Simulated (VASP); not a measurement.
Here is a VASP 6.6.1 calculation.

Contents of INCAR:

```
PREC = Accurate
ENCUT = 520
EDIFF = 1E-6
ISMEAR = 0
SIGMA = 0.1
LREAL = F
LASPH = T
NELM = 100
ALGO = Normal
ISIF = 2
LWAVE = F
LCHARG = F
GGA = PS
NBANDS = 66
```

Contents of KPOINTS:

```
Automatic mesh
0
Gamma
  12 12 6
```

The input POSCAR:

```
WC
1.0
    4.3481254931     -2.5103914239      0.0000000000
   -4.3481254931     -2.5103914239      0.0000000000
    0.0000000000      0.0000000000     -5.6541020448
W C
6 6
Direct
    0.6666666667      0.3333333333      0.5000000000
    0.6666666667      0.3333333333      1.0000000000
    0.0000000000      1.0000000000      0.5000000000
    0.0000000000      1.0000000000      1.0000000000
    0.3333333333      0.6666666667      0.5000000000
    0.3333333333      0.6666666667      1.0000000000
    0.3333333333      0.3333333333      0.2500000000
    0.3333333333      0.3333333333      0.7500000000
    0.6666666667      0.0000000000      0.2500000000
    0.6666666667      0.0000000000      0.7500000000
    1.0000000000      0.6666666667      0.2500000000
    1.0000000000      0.6666666667      0.7500000000
```

Potentials or basis: VASP PAW PBE potentials, release 64 (W_sv, C).

The run is started by

```console
$ cat potpaw_PBE.64/W_sv/POTCAR potpaw_PBE.64/C/POTCAR > POTCAR
$ mpirun -np 1 vasp_std > vasp.out
```

Problem. Predict the pressure.

Solution. 1.3 GPa.

Problem. Estimate the band gap on the k mesh.

Solution. Zero (band 54 reaches 11.74 eV, above the bottom of band 55 at 10.73 eV).

Stress tensor (GPa, compression positive):
```
1.19 0.00 0.00
0.00 1.19 0.00
0.00 0.00 1.55
```

Caveat: the PAW data sets were made with another functional, which shifts forces and pressure a little; spin-orbit coupling is left out, which moves the levels of the heavy elements.
